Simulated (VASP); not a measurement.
# Fe (Im-3m) in VASP: notebook

Fe is run at these levels: PBEsol+D3(BJ); tasks: relaxation of cell and atoms.

All numbers are computed with VASP 6.6.1; they aren't measurements. Logs are shortened: lines on timing, memory, paths and dates and some standing lists are left out, and cuts for length are marked.

### 1 The cell of the first run

The structure is cubic, space group Im-3m (No. 229). The conventional cell has a = 2.722 Å, b = 2.722 Å, c = 2.722 Å, α = 90.00°, β = 90.00°, γ = 90.00°. Fe (site symmetry m-3m) has 14 Fe at 2.36 to 2.72 Å within 3.1 Å.

### 2 Relaxation of cell and atoms, PBEsol+D3(BJ), collinear spin, ferromagnetic start, target pressure 18.75 GPa, at which the enthalpy is minimised

File INCAR:

```
PREC = Accurate ; ENCUT = 600
EDIFF = 1E-7 ; ISMEAR = 0
SIGMA = 0.1 ; LREAL = False
LASPH = True ; NELM = 200
ALGO = Normal ; ISIF = 3
LWAVE = False ; LCHARG = False
ISPIN = 2 ; MAGMOM = 2.18
LORBIT = 11 ; LMAXMIX = 4
GGA = PS ; IVDW = 12
IBRION = 2 ; NSW = 70
EDIFFG = -0.004 ; PSTRESS = 187.5
GGA_COMPAT = False ; NELMIN = 4
```

File KPOINTS:

```
regular mesh
0
Gamma
  22 22 22
```

File POSCAR:

```
Fe
1.0
   -1.3610726703      1.3610726703      1.3610726703
    1.3610726703     -1.3610726703      1.3610726703
    1.3610726703      1.3610726703     -1.3610726703
Fe
1
Direct
    0.0000000000      0.0000000000      0.0000000000
```

Potentials or basis: VASP PAW PBE potentials, release 64 (Fe).

Command:

```bash
> cat potpaw_PBE.64/Fe/POTCAR > POTCAR
> mpirun -np 1 vasp_std > vasp.out
```

OUTCAR:

```text
PREC = Accurate
   ENCUT = 600
   EDIFF = 1E-7
   ISMEAR = 0
   LREAL = False
   LASPH = True
   NELM = 200
   ISIF = 3
   ISPIN = 2
   LORBIT = 11
   GGA = PS
   IVDW = 12
   IBRION = 2
   NSW = 70
   EDIFFG = -0.004
   PSTRESS = 187.5
   NELMIN = 4
 IVDW          = 12

 ion  position               nearest neighbor table
   1  0.000  0.000  0.000-

  LATTYP: Found a body centered cubic cell.
 ALAT       =     2.7221453406

  Lattice vectors:

 A1 = (  -1.3610726703,   1.3610726703,   1.3610726703)
 A2 = (   1.3610726703,  -1.3610726703,   1.3610726703)
 A3 = (   1.3610726703,   1.3610726703,  -1.3610726703)

Analysis of symmetry for initial positions (statically):
=====================================================================
 Subroutine PRICEL returns:
 Original cell was already a primitive cell.

 Routine SETGRP: Setting up the symmetry group for a
 body centered cubic supercell.

 Subroutine GETGRP returns: Found 48 space group operations
 (whereof 48 operations were pure point group operations)
 out of a pool of 48 trial point group operations.

The static configuration has the point symmetry O_h .

Analysis of symmetry for dynamics (positions and initial velocities):
=====================================================================
 Subroutine PRICEL returns:
 Original cell was already a primitive cell.

 Routine SETGRP: Setting up the symmetry group for a
 body centered cubic supercell.

 Subroutine GETGRP returns: Found 48 space group operations
 (whereof 48 operations were pure point group operations)
 out of a pool of 48 trial point group operations.

The dynamic configuration has the point symmetry O_h .

Analysis of structural, dynamic, and magnetic symmetry:
=====================================================================
 Subroutine PRICEL returns:
 Original cell was already a primitive cell.

 Routine SETGRP: Setting up the symmetry group for a
 body centered cubic supercell.

 Subroutine GETGRP returns: Found 48 space group operations
 (whereof 48 operations were pure point group operations)
 out of a pool of 48 trial point group operations.

The overall configuration has the point symmetry O_h .

 Subroutine INISYM returns: Found 48 space group operations
 (whereof 48 operations are pure point group operations),
 and found     1 'primitive' translations

----------------------------------------------------------------------------------------

                                     Primitive cell

  volume of cell :      10.0857

  direct lattice vectors                    reciprocal lattice vectors
    -1.361072670  1.361072670  1.361072670     0.000000000  0.367357314  0.367357314
     1.361072670 -1.361072670  1.361072670     0.367357314  0.000000000  0.367357314
     1.361072670  1.361072670 -1.361072670     0.367357314  0.367357314  0.000000000

  length of vectors
     2.357447018  2.357447018  2.357447018     0.519521695  0.519521695  0.519521695

  position of ions in fractional coordinates (direct lattice)
     0.000000000  0.000000000  0.000000000

  ion indices of the primitive-cell ions
   primitive index   ion index
                 1           1

----------------------------------------------------------------------------------------

 KPOINTS: regular mesh

Automatic generation of k-mesh.
 Grid dimensions read from file:
 generate k-points for:   22   22   22

 Generating k-lattice:

  Cartesian coordinates                     Fractional coordinates (reciprocal lattice)
     0.000000000  0.016698060  0.016698060     0.045454545  0.000000000  0.000000000
     0.016698060  0.000000000  0.016698060     0.000000000  0.045454545  0.000000000
     0.016698060  0.016698060  0.000000000     0.000000000  0.000000000  0.045454545

  Length of vectors
     0.023614623  0.023614623  0.023614623

  Shift w.r.t. Gamma in fractional coordinates (k-lattice)
     0.000000000  0.000000000  0.000000000

 Subroutine IBZKPT returns following result:
 ===========================================

 Found    328 irreducible k-points:

 Following reciprocal coordinates:
            Coordinates               Weight
  0.000000  0.000000  0.000000      1.000000
  0.045455  0.000000  0.000000     12.000000
  0.090909  0.000000  0.000000     12.000000
  0.136364  0.000000  0.000000     12.000000
  0.181818  0.000000  0.000000     12.000000
  0.227273  0.000000  0.000000     12.000000
[... 16 lines left out ...]
  0.090909  0.090909  0.000000     24.000000
  0.136364  0.090909 -0.000000     48.000000
 [... further k-points ...]
   k-points           NKPTS =    328   k-points in BZ     NKDIM =    328   number of bands    NBANDS=      9
   number of dos      NEDOS =    301   number of ions     NIONS =      1
   total plane-waves  NPLWV =   8000
   dimension x,y,z NGX =    20 NGY =   20 NGZ =   20
   dimension x,y,z NGXF=    40 NGYF=   40 NGZF=   40
   ions per type =               1
   NGX,Y,Z   is equivalent  to a cutoff of  14.10, 14.10, 14.10 a.u.
   NGXF,Y,Z  is equivalent  to a cutoff of  28.21, 28.21, 28.21 a.u.
 SYSTEM =  unknown system
   PREC   = accura    normal or accurate (medium, high low for compatibility)
   ISTART =      0    job   : 0-new  1-cont  2-samecut
   ICHARG =      2    charge: 1-file 2-atom 10-const
   ISPIN  =      2    spin polarized calculation?
   LNONCOLLINEAR =      F non collinear calculations
   LSORBIT =      F    spin-orbit coupling
   LASPH  =      T    aspherical Exc in radial PAW
   ENCUT  =  600.0 eV  44.10 Ry    6.64 a.u.   4.71  4.71  4.71*2*pi/ulx,y,z
   NELM   =    200;   NELMIN=  4; NELMDL= -5     # of ELM steps
   EDIFF  = 0.1E-06   stopping-criterion for ELM
   LREAL  =      F    real-space projection
   EDIFFG = -.4E-02   stopping-criterion for IOM
   NSW    =     70    number of steps for IOM
   IBRION =      2    ionic relax: 0-MD 1-quasi-New 2-CG
   NFREE  =      1    steps in history (QN), initial steepest desc. (CG)
   ISIF   =      3    stress and relaxation
   ISYM   =      2    0-nonsym 1-usesym 2-fastsym
   POTIM  = 0.5000    time-step for ionic-motion
   TEBEG  =    0.0;   TEEND  =   0.0 temperature during run
   PSTRESS=  187.5 pullay stress
   NELECT =       8.0000    total number of electrons
   NUPDOWN=      -1.0000    fix difference up-down
   EMIN   =  10.00;   EMAX   =-10.00  energy-range for DOS
   EFERMI =   0.00;   METHOD = LEGACY
   ISMEAR =     0;   SIGMA  =   0.10  broadening in eV -4-tet -1-fermi 0-gaus
   EFERMI_NEDOS =   21; number of points for ismear=-14 and -15
   IALGO  =     38    algorithm
   IMIX   =      4    mixing-type and parameters
     AMIX     =   0.40;   BMIX     =  1.00
     AMIX_MAG =   1.60;   BMIX_MAG =  1.00
  volume/ion in A,a.u.               =      10.09        68.06
  Fermi-wavevector in a.u.,A,eV,Ry     =   1.515433  2.863754 31.246301  2.296538
  Thomas-Fermi vector in A             =   2.624958
   LORBIT       =     11    0 simple, 1 ext, 2 COOP (PROOUT), +10 PAW based schemes
   GGA     = PS    functional components
   LHFCALC =     F    Hartree Fock is set to
   AEXX    =    0.0000 exact exchange contribution
   IVDW    =    12    specifies the selected vdW correction
   LEPSILON=     F    determine dielectric tensor
   LRPA    =     F    only Hartree local field effects (RPA)
 conjugate gradient relaxation of ions
 spin polarized calculation
 Gauss-broadening in eV      SIGMA  =   0.10
  energy-cutoff  :      600.00
  volume of cell :       10.09
 maximum number of plane-waves:       370
   NGX =  9   NGY =  9   NGZ =  9

--------------------------------------- Ionic step        1  -------------------------------------------

 number of electron       8.0000000 magnetization       1.9770538

 Free energy of the ion-electron system (eV)
  ---------------------------------------------------
  ext. energy  EPLUGINS =         0.00000000
  ---------------------------------------------------
  free energy    TOTEN  =        -8.87925164 eV

  energy without entropy =       -8.87368841  energy(sigma->0) =       -8.87647002

------------------------ aborting loop because EDIFF is reached ----------------------------------------

 Edisp (eV)   -0.37406

 E8    (eV) :    -0.2506

  FORCE on cell =-STRESS in cart. coord.  units (eV):
  Direction    XX          YY          ZZ          XY          YZ          ZX
  --------------------------------------------------------------------------------------
  -------------------------------------------------------------------------------------
  Total       0.76700     0.76700     0.76700    -0.00000     0.00000     0.00000
  in kB     121.84297   121.84297   121.84297    -0.00000     0.00000     0.00000
  external pressure =      -65.66 kB  Pullay stress =      187.50 kB
[... 186 lines left out ...]
  enthalpy is  TOTEN    =        -8.0775129516 eV   P V=        1.1561568008

--------------------------------------- Ionic step        6  -------------------------------------------

 number of electron       8.0000004 magnetization       1.9391879

 Free energy of the ion-electron system (eV)
  ---------------------------------------------------
  ext. energy  EPLUGINS =         0.00000000
  ---------------------------------------------------
  free energy    TOTEN  =        -8.85063521 eV

  energy without entropy =       -8.84555616  energy(sigma->0) =       -8.84809568

 E-fermi :   7.3066     XC(G=0): -14.0974

 val. band max:        7.3037066855   @ k =  -0.3182   0.3182   0.1818
 cond. band min:       7.3085000783   @ k =  -0.3636   0.3636   0.0455
 fundamental gap:      0.0047933929
 Fermi energy:         7.3065830530

 spin component 1

 k-point     1 :       0.0000    0.0000    0.0000
  band No.  band energies     occupation
      1      -2.1494      1.00000
      2       4.6440      1.00000
      3       4.6440      1.00000
      4       4.6440      1.00000
      5       6.2162      1.00000
      6       6.2162      1.00000
      7      33.5292      0.00000
      8      33.5292      0.00000
      9      33.5292      0.00000
[... 265 lines left out ...]
 k-point    24 :       0.1364    0.0909   -0.0000
  band No.  band energies     occupation
      1      -0.4582      1.00000
      2       4.2265      1.00000
      3       4.3478      1.00000
      4       5.7290      1.00000
      5       5.8794      1.00000
      6       6.3294      1.00000
      7      27.7945      0.00000
      8      29.6238      0.00000
      9      34.0670      0.00000

 [... further k-points ...]

 spin component 2

 k-point     1 :       0.0000    0.0000    0.0000
  band No.  band energies     occupation
      1      -1.8681      1.00000
      2       6.3046      1.00000
      3       6.3046      1.00000
      4       6.3046      1.00000
      5       8.6467      0.00000
      6       8.6468      0.00000
      7      33.5002      0.00000
      8      33.5002      0.00000
      9      33.5002      0.00000
[... 265 lines left out ...]
 k-point    24 :       0.1364    0.0909   -0.0000
  band No.  band energies     occupation
      1      -0.1483      1.00000
      2       5.8207      1.00000
      3       5.9602      1.00000
      4       7.4475      0.02316
      5       8.1840      0.00000
      6       8.7664      0.00000
      7      28.3080      0.00000
      8      30.0335      0.00000
      9      34.2200      0.00000

 [... further k-points ...]

------------------------ aborting loop because EDIFF is reached ----------------------------------------

 Edisp (eV)   -0.38220

 E8    (eV) :    -0.2561

  FORCE on cell =-STRESS in cart. coord.  units (eV):
  Direction    XX          YY          ZZ          XY          YZ          ZX
  --------------------------------------------------------------------------------------
  -------------------------------------------------------------------------------------
  Total       1.15497     1.15497     1.15497     0.00000     0.00000    -0.00000
  in kB     187.44297   187.44297   187.44297     0.00000     0.00000    -0.00000
  external pressure =       -0.06 kB  Pullay stress =      187.50 kB
[... 16 lines left out ...]
  FREE ENERGIE OF THE ION-ELECTRON SYSTEM (eV)
  ---------------------------------------------------
  free  energy   TOTEN  =        -9.2328365290 eV

  energy  without entropy=       -9.2277574782  energy(sigma->0) =       -9.23029700

  enthalpy is  TOTEN    =        -8.0775189318 eV   P V=        1.1553175972

 reached required accuracy - stopping structural energy minimisation

 total charge

# of ion       s       p       d       tot
------------------------------------------
    1        0.555   0.683   6.370   7.609

 magnetization (x)

# of ion       s       p       d       tot
------------------------------------------
    1       -0.011  -0.048   1.967   1.908
```

Run time: 6.5 min. Hardware: 1 thread of Oxide Virtual Turin-like, shared host; peak memory 0.17 GiB.

Results:

* Free energy: -9.2328 eV
* Relaxed volume: 9.87 Å³/atom
* Relaxed cell: a = 2.341 Å, b = 2.341 Å, c = 2.341 Å, α = 109.47°, β = 109.47°, γ = 109.47°
* Space group after relaxing (to 0.1 Å): Im-3m (No. 229)
* Energy change on relaxing (the run minimises the enthalpy): +20.5 meV/atom
* Ionic steps: 6
* Pressure after relaxing: 18.7 GPa
* Net moment: 1.94 μB per cell
* Site moments: Fe +1.91 μB
* Valence electrons inside the program's atomic spheres: Fe 7.61
* Dispersion energy per atom: -0.382 eV

Step by step:
```
step  energy change (eV)  largest force (eV/Å)  pressure (GPa)  volume (Å³)
   1              0.0000                0.0000           12.18        10.09
   2              0.0804                0.0000           32.56         9.49
   3              0.0202                0.0000           18.68         9.87
   4              0.0207                0.0000           18.87         9.87
   5              0.0196                0.0000           18.52         9.88
   6              0.0205                0.0000           18.74         9.87
```

Final structure:
```
Fe
1.0
    -1.35140    1.35140    1.35140
     1.35140   -1.35140    1.35140
     1.35140    1.35140   -1.35140
Fe
1
Direct
  0.00000 0.00000 0.00000
```

Caveat: the cell is relaxed towards a set pressure, so the run minimises the enthalpy, not the energy; the PAW data sets were made with another functional, which shifts forces and pressure a little.

### 3 Relaxation of cell and atoms, PBEsol+D3(BJ), collinear spin, ferromagnetic start, target pressure 12.5 GPa, at which the enthalpy is minimised

File INCAR:

```
PREC = Accurate
ENCUT = 600
EDIFF = 1E-7
ISMEAR = 0
SIGMA = 0.1
LREAL = F
LASPH = T
NELM = 200
ALGO = Normal
ISIF = 3
LWAVE = F
LCHARG = F
ISPIN = 2
MAGMOM = 2.2
LORBIT = 11
LMAXMIX = 4
GGA = PS
IVDW = 12
IBRION = 2
NSW = 100
EDIFFG = -0.002
PSTRESS = 125.0
GGA_COMPAT = F
NELMIN = 4
```

KPOINTS is that of step 2.

File POSCAR:

```
Fe
1.0
   -1.3615165119      1.3615165119      1.3615165119
    1.3615165119     -1.3615165119      1.3615165119
    1.3615165119      1.3615165119     -1.3615165119
Fe
1
Direct
    0.0000000000      0.0000000000      0.0000000000
```

Potentials or basis: VASP PAW PBE potentials, release 64 (Fe).

Command:

```bash
> cat potpaw_PBE.64/Fe/POTCAR > POTCAR
> mpirun -np 1 vasp_std > vasp.out
```

It took 3.6 min on 1 thread of Oxide Virtual Turin-like, shared host; peak memory 0.17 GiB.

It converged, with:

```
Free energy                                                : -9.2524 eV
Relaxed volume                                             : 10.07 Å³/atom
Relaxed cell                                               : a = 2.357 Å, b = 2.357 Å, c = 2.357 Å, α = 109.47°, β = 109.47°, γ = 109.47°
Space group after relaxing (to 0.1 Å)                      : Im-3m (No. 229)
Energy change on relaxing (the run minimises the enthalpy) : +1.7 meV/atom
Ionic steps                                                : 3
Pressure after relaxing                                    : 12.5 GPa
Band gap on the k mesh                                     : zero (filled and empty bands overlap)
Net moment                                                 : 1.97 μB per cell
Site moments                                               : Fe +1.95 μB
Valence electrons inside the program's atomic spheres      : Fe 7.55
Dispersion energy per atom                                 : -0.374 eV
```

The path:
```csv
step,energy change (eV),largest force (eV/Å),pressure (GPa),volume (Å³)
1,0.0000,0.0000,11.90,10.10
2,0.0043,0.0000,13.41,10.04
3,0.0017,0.0000,12.51,10.07
```

Final structure:
```
Fe
1.0
    -1.36054    1.36054    1.36054
     1.36054   -1.36054    1.36054
     1.36054    1.36054   -1.36054
Fe
1
Direct
  0.00000 0.00000 0.00000
```

Levels at points of the mesh, in eV from the Fermi level:
Spin up:
```
           k point  band 3  band 4  band 5  band 6  band 7  band 8
(0.00, 0.00, 0.00)   -2.61   -2.61   -1.08   -1.08   26.04   26.04
(0.50, 0.00, 0.00)   -1.01   -0.84    0.35    0.65    8.43   19.24
(0.50, 0.50, 0.50)    0.32    0.32    0.32   10.68   10.68   10.68
```
Spin down:
| k point | band 1 | band 2 | band 3 | band 4 | band 5 | band 6 | band 7 |
| --- | --- | --- | --- | --- | --- | --- | --- |
| (0.00, 0.00, 0.00) | -9.04 | -0.91 | -0.91 | -0.91 | 1.38 | 1.38 | 26.00 |
| (0.50, 0.00, 0.00) | -4.53 | -2.41 | 0.60 | 1.26 | 1.69 | 2.63 | 9.73 |
| (0.50, 0.50, 0.50) | -4.05 | -4.05 | 2.27 | 2.27 | 2.27 | 11.04 | 11.04 |

Caveat: the cell is relaxed towards a set pressure, so the run minimises the enthalpy, not the energy; the PAW data sets were made with another functional, which shifts forces and pressure a little.

(Part 1 of 2 ends here.)
